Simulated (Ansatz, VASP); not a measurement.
Two plane-wave programs on GaSb

```
Ga Sb
1.0
     0.00000    2.86914    2.86914
     2.86914    0.00000    2.86914
     2.86914    2.86914    0.00000
Ga Sb
1 1
Direct
  0.00000 0.00000 0.00000
  0.50000 0.50000 0.50000
```

Alike in both runs: functional r2SCAN; k mesh 12 × 12 × 12; occupations fermi-dirac, width 0.05 eV; no spin polarisation.

Ansatz relaxed the structure, and its values are those at the end. VASP's run is a single point on that final structure, the one shown.

|  | VASP | Ansatz |
| --- | --- | --- |
| version | VASP 6.6.1 | Ansatz 0.2.0 |
| potentials or method | VASP PAW PBE potentials, release 64 (Ga_d, Sb) | PAW with Ansatz's default frozen-core files, scalar-relativistic |
| plane-wave cutoff (eV) | 520 | 500 |
| valence electrons in the cell | 18 | 28 |

Ansatz gave:

```
pressure (GPa) : 0.0
```

Which values does VASP return?

Pressure (GPa): 0.1.

VASP's potentials were made for PBE, not for r2SCAN. The functional is the same, so the differences come from potentials, cutoffs and numerics. VASP's potentials hold 18 valence electrons a cell and Ansatz's 28, so a difference there can come from the potentials and not from the codes.

Spin-orbit coupling is off throughout.
